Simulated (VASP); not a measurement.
Runs of VASP 6.6.1 on EuS. The structure is cubic, space group Fm-3m (No. 225). Conventional cell: a = 5.957 Å, b = 5.957 Å, c = 5.957 Å, α = 90.00°, β = 90.00°, γ = 90.00°. Within 3.9 Å of Eu (site symmetry m-3m) lie 6 S at 2.98 Å. S (site symmetry m-3m) has 6 Eu at 2.98 Å within 3.9 Å. 

| level | U | gap on the mesh (eV) | pressure (GPa) | moment (μB) |
| --- | --- | --- | --- | --- |
| PBE | - | none | -2.8 | 6.95 |
| PBE+U | Eu f U = 4.5 eV | 0.03 | 0.3 | 7.00 |
| PBE+U | Eu f U = 1.5 eV | none | (b) | (a) |
| PBE+U | Eu f U = 3.0 eV | none | -0.6 | 7.00 |
| PBE+U | Eu f U = 6.0 eV | (c) | 1.0 | 7.00 |

Alike in all rows: task single point; potentials or basis VASP PAW PBE potentials, release 64 (Eu, S); spin collinear, ferromagnetic start; cell as given; k mesh 10 × 10 × 10; cutoff (eV) 600; smearing fermi-dirac 0.1 eV.

Fill in the values left out.

(a) 6.98; (b) -1.7; (c) 0.42.

Caveats: spin-orbit coupling is left out, which moves the levels of the heavy elements; a cell with one magnetic atom can't hold antiferromagnetic order, which such compounds often take; semilocal functionals describe open f shells poorly, which spoils levels, moments and volumes (at least some runs); the smearing spreads over this small gap (at least some runs).

A k mesh can miss the band edges, and the runs leave out spin-orbit coupling on Eu.

A gap of «none» marks levels without a gap at the run's occupations.
